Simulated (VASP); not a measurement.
# TiSe (P4/nmm) in VASP: notebook

The runs below take TiSe through single point, relaxation of volume and atoms at fixed shape, with PBEsol.

Program: VASP 6.6.1. These are calculated values, not measurements. Logs are shortened: lines on timing, memory, paths and dates and some standing lists are left out, and cuts for length are marked.

## 1. The cell of the first run

Symmetry: P4/nmm, No. 129, tetragonal system. Conventional cell: a = 4.074 Å, b = 4.074 Å, c = 5.835 Å, α = 90.00°, β = 90.00°, γ = 90.00°. Ti (site symmetry -4m2) has 4 Se at 2.51 Å and 4 Ti at 2.88 Å within 3.3 Å. Se (site symmetry 4mm) has 4 Ti at 2.51 Å within 3.3 Å.

## 2. Single point, PBEsol

Input file INCAR:

```
SYSTEM = TiSe
  PREC = Accurate
  ENCUT = 520
  EDIFF = 1E-6
  ISMEAR = -1
  SIGMA = 0.05
  LREAL = .False.
  LASPH = .True.
  NELM = 100
  ALGO = Normal
  ISIF = 2
  LWAVE = .False.
  LCHARG = .True.
  GGA = PS
  LELF = .True.
  LVHAR = .True.
  NBANDS = 26
```

Input file KPOINTS:

```
regular mesh
0
Gamma
  6 6 4
  0 0 0
```

Input file POSCAR:

```
TiSe
1.0
    4.0738258289      0.0000000000      0.0000000000
    0.0000000000      4.0738258289      0.0000000000
    0.0000000000      0.0000000000      5.8347089510
Ti Se
2 2
Direct
    0.5000000000      0.5000000000      0.0000000000
    0.0000000000      0.0000000000      0.0000000000
    0.5000000000      0.0000000000      0.2506034517
    0.0000000000      0.5000000000      0.7493965483
```

Potentials or basis: VASP PAW PBE potentials, release 64 (Ti_sv, Se).

Command:

```console
$ cat potpaw_PBE.64/Ti_sv/POTCAR potpaw_PBE.64/Se/POTCAR > POTCAR
$ mpirun -np 1 vasp_std > vasp.out
```

OUTCAR:

```text
SYSTEM = TiSe
   PREC = Accurate
   ENCUT = 520
   EDIFF = 1E-6
   ISMEAR = -1
   LREAL = .False.
   LASPH = .True.
   NELM = 100
   ISIF = 2
   GGA = PS

 ion  position               nearest neighbor table
   1  0.500  0.500  0.000-   3 2.51   4 2.51   3 2.51   4 2.51   2 2.88   2 2.88   2 2.88   2 2.88

   2  0.000  0.000  0.000-   3 2.51   4 2.51   4 2.51   3 2.51   1 2.88   1 2.88   1 2.88   1 2.88

   3  0.500  0.000  0.251-   1 2.51   2 2.51   1 2.51   2 2.51
   4  0.000  0.500  0.749-   1 2.51   2 2.51   2 2.51   1 2.51

  LATTYP: Found a simple tetragonal cell.
 ALAT       =     4.0738258289
 C/A-ratio  =     1.4322431042

  Lattice vectors:

 A1 = (   4.0738258289,   0.0000000000,   0.0000000000)
 A2 = (   0.0000000000,   4.0738258289,   0.0000000000)
 A3 = (   0.0000000000,   0.0000000000,   5.8347089510)

Analysis of symmetry for initial positions (statically):
=====================================================================
 Subroutine PRICEL returns:
 Original cell was already a primitive cell.

 Routine SETGRP: Setting up the symmetry group for a
 simple tetragonal supercell.

 Subroutine GETGRP returns: Found 16 space group operations
 (whereof  8 operations were pure point group operations)
 out of a pool of 16 trial point group operations.

The static configuration has the point symmetry D_2d.
 The point group associated with its full space group is D_4h.

Analysis of symmetry for dynamics (positions and initial velocities):
=====================================================================
 Subroutine PRICEL returns:
 Original cell was already a primitive cell.

 Routine SETGRP: Setting up the symmetry group for a
 simple tetragonal supercell.

 Subroutine GETGRP returns: Found 16 space group operations
 (whereof  8 operations were pure point group operations)
 out of a pool of 16 trial point group operations.

The dynamic configuration has the point symmetry D_2d.
 The point group associated with its full space group is D_4h.

 Subroutine INISYM returns: Found 16 space group operations
 (whereof  8 operations are pure point group operations),
 and found     1 'primitive' translations

----------------------------------------------------------------------------------------

                                     Primitive cell

  volume of cell :      96.8332

  direct lattice vectors                    reciprocal lattice vectors
     4.073825829  0.000000000  0.000000000     0.245469503  0.000000000  0.000000000
     0.000000000  4.073825829  0.000000000     0.000000000  0.245469503  0.000000000
     0.000000000  0.000000000  5.834708951     0.000000000  0.000000000  0.171388155

  length of vectors
     4.073825829  4.073825829  5.834708951     0.245469503  0.245469503  0.171388155

  position of ions in fractional coordinates (direct lattice)
     0.500000000  0.500000000  0.000000000
     0.000000000  0.000000000  0.000000000
     0.500000000  0.000000000  0.250603452
     0.000000000  0.500000000  0.749396548

  ion indices of the primitive-cell ions
   primitive index   ion index
                 1           1
                 2           2
                 3           3
                 4           4

----------------------------------------------------------------------------------------

 KPOINTS: regular mesh

Automatic generation of k-mesh.
 Grid dimensions read from file:
 generate k-points for:    6    6    4

 Generating k-lattice:

  Cartesian coordinates                     Fractional coordinates (reciprocal lattice)
     0.040911584  0.000000000  0.000000000     0.166666667  0.000000000  0.000000000
     0.000000000  0.040911584  0.000000000     0.000000000  0.166666667  0.000000000
     0.000000000  0.000000000  0.042847039     0.000000000  0.000000000  0.250000000

  Length of vectors
     0.040911584  0.040911584  0.042847039

  Shift w.r.t. Gamma in fractional coordinates (k-lattice)
     0.000000000  0.000000000  0.000000000

 Subroutine IBZKPT returns following result:
 ===========================================

 Found     30 irreducible k-points:

 Following reciprocal coordinates:
            Coordinates               Weight
  0.000000  0.000000  0.000000      1.000000
  0.166667  0.000000  0.000000      4.000000
  0.333333  0.000000  0.000000      4.000000
  0.500000  0.000000  0.000000      2.000000
  0.166667  0.166667  0.000000      4.000000
  0.333333  0.166667  0.000000      8.000000
[... 16 lines left out ...]
  0.333333  0.000000  0.500000      4.000000
  0.500000  0.000000  0.500000      2.000000
 [... further k-points ...]
   k-points           NKPTS =     30   k-points in BZ     NKDIM =     30   number of bands    NBANDS=     26
   number of dos      NEDOS =    301   number of ions     NIONS =      4
   total plane-waves  NPLWV =  43200
   dimension x,y,z NGX =    30 NGY =   30 NGZ =   48
   dimension x,y,z NGXF=    60 NGYF=   60 NGZF=   96
   ions per type =               2   2
   NGX,Y,Z   is equivalent  to a cutoff of  12.24, 12.24, 13.68 a.u.
   NGXF,Y,Z  is equivalent  to a cutoff of  24.48, 24.48, 27.35 a.u.
 SYSTEM =  TiSe
   PREC   = accura    normal or accurate (medium, high low for compatibility)
   ISTART =      0    job   : 0-new  1-cont  2-samecut
   ICHARG =      2    charge: 1-file 2-atom 10-const
   ISPIN  =      1    spin polarized calculation?
   LNONCOLLINEAR =      F non collinear calculations
   LSORBIT =      F    spin-orbit coupling
   LASPH  =      T    aspherical Exc in radial PAW
   ENCUT  =  520.0 eV  38.22 Ry    6.18 a.u.   7.57  7.57 10.85*2*pi/ulx,y,z
   NELM   =    100;   NELMIN=  2; NELMDL= -5     # of ELM steps
   EDIFF  = 0.1E-05   stopping-criterion for ELM
   LREAL  =      F    real-space projection
   EDIFFG = 0.1E-04   stopping-criterion for IOM
   NSW    =      0    number of steps for IOM
   IBRION =     -1    ionic relax: 0-MD 1-quasi-New 2-CG
   NFREE  =      0    steps in history (QN), initial steepest desc. (CG)
   ISIF   =      2    stress and relaxation
   ISYM   =      2    0-nonsym 1-usesym 2-fastsym
   POTIM  = 0.5000    time-step for ionic-motion
   TEBEG  =    0.0;   TEEND  =   0.0 temperature during run
   PSTRESS=    0.0 pullay stress
   NELECT =      36.0000    total number of electrons
   NUPDOWN=      -1.0000    fix difference up-down
   EMIN   =  10.00;   EMAX   =-10.00  energy-range for DOS
   EFERMI =   0.00;   METHOD = LEGACY
   ISMEAR =    -1;   SIGMA  =   0.05  broadening in eV -4-tet -1-fermi 0-gaus
   EFERMI_NEDOS =   21; number of points for ismear=-14 and -15
   IALGO  =     38    algorithm
   IMIX   =      4    mixing-type and parameters
     AMIX     =   0.40;   BMIX     =  1.00
     AMIX_MAG =   1.60;   BMIX_MAG =  1.00
  volume/ion in A,a.u.               =      24.21       163.37
  Fermi-wavevector in a.u.,A,eV,Ry     =   1.177157  2.224504 18.853566  1.385698
  Thomas-Fermi vector in A             =   2.313508
   LORBIT       =      0    0 simple, 1 ext, 2 COOP (PROOUT), +10 PAW based schemes
   GGA     = PS    functional components
   LHFCALC =     F    Hartree Fock is set to
   AEXX    =    0.0000 exact exchange contribution
   IVDW    =     0    specifies the selected vdW correction
   LEPSILON=     F    determine dielectric tensor
   LRPA    =     F    only Hartree local field effects (RPA)
 non-spin polarized calculation
  energy-cutoff  :      520.00
  volume of cell :       96.83
 maximum number of plane-waves:      2632
   NGX = 15   NGY = 15   NGZ = 21

 number of electron      36.0000015 magnetization

 Free energy of the ion-electron system (eV)
  ---------------------------------------------------
  ext. energy  EPLUGINS =         0.00000000
  ---------------------------------------------------
  free energy    TOTEN  =       -27.67510874 eV

  energy without entropy =      -27.64684561  energy(sigma->0) =      -27.66097718

 E-fermi :   4.5217     XC(G=0):  -9.4297

 val. band max:        4.5139755580   @ k =   0.3333   0.3333   0.5000
 cond. band min:       4.5671618717   @ k =   0.3333   0.0000   0.2500
 fundamental gap:      0.0531863137
 Fermi energy:         4.5216833968

 k-point     1 :       0.0000    0.0000    0.0000
  band No.  band energies     occupation
      1     -52.3358      2.00000
      2     -52.2387      2.00000
      3     -28.9142      2.00000
      4     -28.8014      2.00000
      5     -28.7985      2.00000
      6     -28.7985      2.00000
[... 18 lines left out ...]
     25       7.8321      0.00000
     26       7.8332      0.00000

 k-point     2 :       0.1667    0.0000    0.0000
  band No.  band energies     occupation
      1     -52.3292      2.00000
      2     -52.2451      2.00000
      3     -28.9064      2.00000
      4     -28.8083      2.00000
      5     -28.7791      2.00000
      6     -28.7747      2.00000
[... 18 lines left out ...]
     25       7.7147      0.00000
     26       7.8093      0.00000

 k-point     3 :       0.3333    0.0000    0.0000
  band No.  band energies     occupation
      1     -52.3112      2.00000
      2     -52.2627      2.00000
      3     -28.8847      2.00000
      4     -28.8278      2.00000
      5     -28.7231      2.00000
      6     -28.7092      2.00000
[... 18 lines left out ...]
     25       7.2904      0.00000
     26       7.5169      0.00000

 k-point     4 :       0.5000    0.0000    0.0000
  band No.  band energies     occupation
      1     -52.2868      2.00000
      2     -52.2868      2.00000
      3     -28.8556      2.00000
      4     -28.8556      2.00000
      5     -28.6383      2.00000
      6     -28.6383      2.00000
[... 18 lines left out ...]
     25       7.2886      0.00000
     26       7.2886      0.00000

 k-point     5 :       0.1667    0.1667    0.0000
  band No.  band energies     occupation
      1     -52.3234      2.00000
      2     -52.2506      2.00000
      3     -28.8997      2.00000
      4     -28.8166      2.00000
      5     -28.8141      2.00000
      6     -28.6996      2.00000
[... 18 lines left out ...]
     25       7.6143      0.00000
     26       7.6376      0.00000

 k-point     6 :       0.3333    0.1667    0.0000
  band No.  band energies     occupation
      1     -52.3078      2.00000
      2     -52.2657      2.00000
      3     -28.8809      2.00000
      4     -28.8308      2.00000
      5     -28.8077      2.00000
      6     -28.6542      2.00000
[... 427 lines left out ...]
 k-point    21 :       0.0000    0.0000    0.5000
  band No.  band energies     occupation
      1     -52.3358      2.00000
      2     -52.2387      2.00000
      3     -28.9144      2.00000
      4     -28.8014      2.00000
      5     -28.7985      2.00000
      6     -28.7985      2.00000
[... 18 lines left out ...]
     25       7.4797      0.00000
     26       8.0485      0.00000

 k-point    22 :       0.1667    0.0000    0.5000
  band No.  band energies     occupation
      1     -52.3292      2.00000
      2     -52.2451      2.00000
      3     -28.9065      2.00000
      4     -28.8083      2.00000
      5     -28.7791      2.00000
      6     -28.7746      2.00000
[... 18 lines left out ...]
     25       7.4814      0.00000
     26       7.8218      0.00000

 k-point    23 :       0.3333    0.0000    0.5000
  band No.  band energies     occupation
      1     -52.3112      2.00000
      2     -52.2627      2.00000
      3     -28.8848      2.00000
      4     -28.8278      2.00000
      5     -28.7231      2.00000
      6     -28.7091      2.00000
[... 18 lines left out ...]
     25       7.4700      0.00000
     26       7.5156      0.00000

 k-point    24 :       0.5000    0.0000    0.5000
  band No.  band energies     occupation
      1     -52.2868      2.00000
      2     -52.2868      2.00000
      3     -28.8557      2.00000
      4     -28.8557      2.00000
      5     -28.6383      2.00000
      6     -28.6383      2.00000
[... 18 lines left out ...]
     25       7.4464      0.00000
     26       7.4464      0.00000

 [... further k-points ...]

------------------------ aborting loop because EDIFF is reached ----------------------------------------

  FORCE on cell =-STRESS in cart. coord.  units (eV):
  Direction    XX          YY          ZZ          XY          YZ          ZX
  --------------------------------------------------------------------------------------
  -------------------------------------------------------------------------------------
  Total        0.2791603      0.2791603     -0.3047166      0.0000000      0.0000000      0.0000000
  in kB        4.6189160      4.6189160     -5.0417648      0.0000000      0.0000000      0.0000000
  external PRESSURE =       1.3986890 kB  Pullay stress =       0.0000000 kB

 VOLUME and BASIS-vectors are now :
 -----------------------------------------------------------------------------
  energy-cutoff  :      520.00
  volume of cell :       96.83
      direct lattice vectors                 reciprocal lattice vectors
     4.073825829  0.000000000  0.000000000     0.245469503  0.000000000  0.000000000
     0.000000000  4.073825829  0.000000000     0.000000000  0.245469503  0.000000000
     0.000000000  0.000000000  5.834708951     0.000000000  0.000000000  0.171388155

 POSITION                                       TOTAL-FORCE (eV/Angst)
 -----------------------------------------------------------------------------------
      2.03691      2.03691      0.00000         0.000000     -0.000000      0.000000
      0.00000      0.00000      0.00000        -0.000000      0.000000      0.000000
      2.03691      0.00000      1.46220        -0.000000      0.000000      0.030675
      0.00000      2.03691      4.37251        -0.000000     -0.000000     -0.030675
 -----------------------------------------------------------------------------------
    total drift:                                0.000000      0.000000     -0.000000

  FREE ENERGIE OF THE ION-ELECTRON SYSTEM (eV)
  ---------------------------------------------------
  free  energy   TOTEN  =       -27.6751087398 eV

  energy  without entropy=      -27.6468456105  energy(sigma->0) =      -27.66097718
```

Wall time 46 s (1 thread of Intel Xeon Platinum 8559C (Emerald Rapids), shared host); peak memory 0.22 GiB.

What came out:

```yaml
Free_energy: -27.6751 eV
Pressure: 0.1 GPa
Largest_force: 0.031 eV/Å
Band_gap_on_the_k_mesh: zero (bands 18 and 19 overlap by 1.43 eV)
```

Forces in eV/Å, atoms in the order of the input:
```
Ti   0.000  0.000  0.000
Ti   0.000  0.000  0.000
Se   0.000  0.000  0.031
Se   0.000  0.000 -0.031
```

Stress tensor (GPa, compression positive):
```
 0.46  0.00  0.00
 0.00  0.46  0.00
 0.00  0.00 -0.50
```

Caveat: the PAW data sets were made with another functional, which shifts forces and pressure a little; this functional lacks dispersion, which binds layers or chains, so the pressure and a relaxed spacing across them are unreliable.

## 3. Relaxation of volume and atoms at fixed shape, PBEsol

This run uses another cell than the first one, of 26.12 Å³/atom.

Input file INCAR:

```
SYSTEM = TiSe
PREC = Accurate ; ENCUT = 600
EDIFF = 1E-6 ; ISMEAR = -1
SIGMA = 0.05 ; LREAL = .False.
LASPH = .True. ; NELM = 80
ALGO = Normal ; ISIF = 8
LWAVE = .False. ; LCHARG = .False.
GGA = PS ; IBRION = 2
NSW = 80 ; EDIFFG = -0.01
```

Input file KPOINTS:

```
Automatic mesh
0
Gamma
  6 6 4
  0 0 0
```

Input file POSCAR:

```
TiSe
1.0
    4.1783570000      0.0000000000      0.0000000000
    0.0000000000      4.1783570000      0.0000000000
    0.0000000000      0.0000000000      5.9844230000
Ti Se
2 2
Direct
    0.5000000000      0.5000000000      0.0000000000
    0.0000000000      0.0000000000      0.0000000000
    0.5000000000      0.0000000000      0.2394440000
    0.0000000000      0.5000000000      0.7605560000
```

Potentials or basis: VASP PAW PBE potentials, release 64 (Ti_sv, Se).

Command:

```console
$ cat potpaw_PBE.64/Ti_sv/POTCAR potpaw_PBE.64/Se/POTCAR > POTCAR
$ mpirun -np 1 vasp_std > vasp.out
```

Run time: 5.1 min. Hardware: 1 thread of Intel Xeon Platinum 8559C (Emerald Rapids), shared host; peak memory 0.29 GiB.

The run converged. Its results:

```yaml
Free_energy: -27.6770 eV
Relaxed_volume: 24.18 Å³/atom
Relaxed_cell: a = 4.072 Å, b = 4.072 Å, c = 5.833 Å, α = 90.00°, β = 90.00°, γ = 90.00°
Space_group_after_relaxing_to_0.1_Å: P4/nmm (No. 129)
Energy_gained_by_relaxing: 12.3 meV/atom
Ionic_steps: 7
Pressure_after_relaxing: 0.0 GPa
Largest_force_after_relaxing: 0.006 eV/Å
Band_gap_on_the_k_mesh: zero (bands 18 and 19 overlap by 1.43 eV)
```

Forces on the atoms (eV/Å):
```
Ti   0.000  0.000  0.000
Ti   0.000  0.000  0.000
Se   0.000  0.000 -0.006
Se   0.000  0.000  0.006
```

Stress tensor (GPa, compression positive):
```
 0.36  0.00  0.00
 0.00  0.36  0.00
 0.00  0.00 -0.67
```

The path:
| step | energy change (eV) | largest force (eV/Å) | pressure (GPa) | volume (Å³) |
| --- | --- | --- | --- | --- |
| 1 | 0.0000 | 0.2704 | -2.70 | 104.48 |
| 2 | -0.0056 | 0.6458 | 2.52 | 97.98 |
| 3 | -0.0324 | 0.1910 | -0.13 | 100.99 |
| 4 | -0.0357 | 0.1730 | -0.13 | 100.54 |
| 5 | -0.0435 | 0.1151 | -0.11 | 99.22 |
| 6 | -0.0491 | 0.0137 | -0.04 | 96.60 |
| 7 | -0.0492 | 0.0063 | 0.01 | 96.74 |

Final structure:
```yaml
crystal:
  lattice:
    - [4.07249, 0.00000, 0.00000]
    - [0.00000, 4.07249, 0.00000]
    - [0.00000, 0.00000, 5.83280]
  atoms:
    - { symbol: Ti, position: [0.50000, 0.50000, 0.00000] }
    - { symbol: Ti, position: [0.00000, 0.00000, 0.00000] }
    - { symbol: Se, position: [0.50000, 0.00000, 0.25146] }
    - { symbol: Se, position: [0.00000, 0.50000, 0.74854] }
```

Levels at points of the mesh, in eV from the Fermi level:
| k point | band 14 | band 15 | band 16 | band 17 | band 18 | band 19 | band 20 | band 21 | band 22 |
| --- | --- | --- | --- | --- | --- | --- | --- | --- | --- |
| (0.00, 0.00, 0.00) | -3.79 | -3.21 | -3.21 | -1.36 | 0.78 | 0.79 | 0.88 | 1.50 | 1.93 |
| (0.50, 0.00, 0.00) | -3.81 | -3.44 | -3.44 | 0.20 | 0.20 | 0.21 | 0.21 | 0.76 | 0.76 |
| (0.50, 0.50, 0.00) | -3.31 | -3.03 | -3.03 | -0.90 | -0.90 | -0.65 | -0.65 | 1.40 | 1.40 |
| (0.00, 0.00, 0.50) | -3.98 | -2.96 | -2.96 | -1.36 | 0.47 | 0.95 | 1.19 | 2.04 | 2.04 |
| (0.50, 0.00, 0.50) | -3.45 | -3.31 | -3.31 | 0.19 | 0.19 | 0.29 | 0.29 | 0.69 | 0.69 |
| (0.50, 0.50, 0.50) | -3.88 | -3.14 | -3.14 | -0.74 | -0.74 | -0.40 | -0.40 | 1.12 | 1.12 |

Caveat: the PAW data sets were made with another functional, which shifts forces and pressure a little; this functional lacks dispersion, which binds layers or chains, so the pressure and a relaxed spacing across them are unreliable.

The gap in the log of VASP goes by the Fermi energy; the results here count the filled bands.